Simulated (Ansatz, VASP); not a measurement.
B in VASP and in Ansatz

Contents of INCAR:

```
PREC = Accurate ; ENCUT = 600
EDIFF = 1E-6 ; ISMEAR = 0
SIGMA = 0.1 ; LREAL = F
LASPH = T ; NELM = 100
ALGO = Normal ; ISIF = 3
LWAVE = F ; LCHARG = F
GGA = PE ; IBRION = 2
NSW = 90 ; EDIFFG = -0.04
```

KPOINTS

```
Automatic mesh
0
Gamma
  9 9 4
```

File POSCAR:

```
B
1.0
    2.7091719657      0.0000000000      0.0000000000
   -1.3545859829      2.3462117456      0.0000000000
    0.0000000000      0.0000000000      4.4701337435
B
4
Direct
    0.3333333333      0.6666666667      0.4375000000
    0.6666666667      0.3333333333      0.9375000000
    0.6666666667      0.3333333333      0.5625000000
    0.3333333333      0.6666666667      0.0625000000
```

Input for Ansatz:

```yaml
crystal:
  lattice:
    - [2.7091719657, 0.0, 0.0]
    - [-1.3545859829, 2.3462117456, 0.0]
    - [0.0, 0.0, 4.4701337435]
  atoms:
    - { symbol: B, position: [0.3333333333, 0.6666666667, 0.4375] }
    - { symbol: B, position: [0.6666666667, 0.3333333333, 0.9375] }
    - { symbol: B, position: [0.6666666667, 0.3333333333, 0.5625] }
    - { symbol: B, position: [0.3333333333, 0.6666666667, 0.0625] }
basis:
  ecutwfc: 420
kpoints:
  mp_grid: { grid: [9, 9, 4] }
hamiltonian:
  xc: pbe
scf:
  occupations: { method: gaussian, width: 0.1 }
  lower_state_search: "off"
output:
  forces: true
  stress: true
  eigenvalues: true
relax:
  adjacent_minimum: "off"
  f_tol: 0.04
  max_steps: 70
  cell: { stress_tol: 0.4 }
```

Alike in both runs: task relaxation of cell and atoms; functional PBE; k mesh 9 × 9 × 4; occupations gaussian, width 0.1 eV; no spin polarisation.

|  | VASP | Ansatz |
| --- | --- | --- |
| version | VASP 6.6.1 | Ansatz 0.2.0 |
| potentials or method | VASP PAW PBE potentials, release 64 (B), cutoff 600 eV | scalar-relativistic, plane waves, PAW |
| valence electrons in the cell | 12 | 12 |

```csv
,VASP,Ansatz,Ansatz less VASP
"gap on the k mesh at the Fermi level, each at its own relaxed structure (eV)",none,none,-
relaxed volume (Å³/atom),7.60,7.58,-0.015
relaxed cell length with the largest relative difference (Å),3.869,3.864,-0.0043
```

A gap of «none» marks a metal or a gap that the smearing closes.
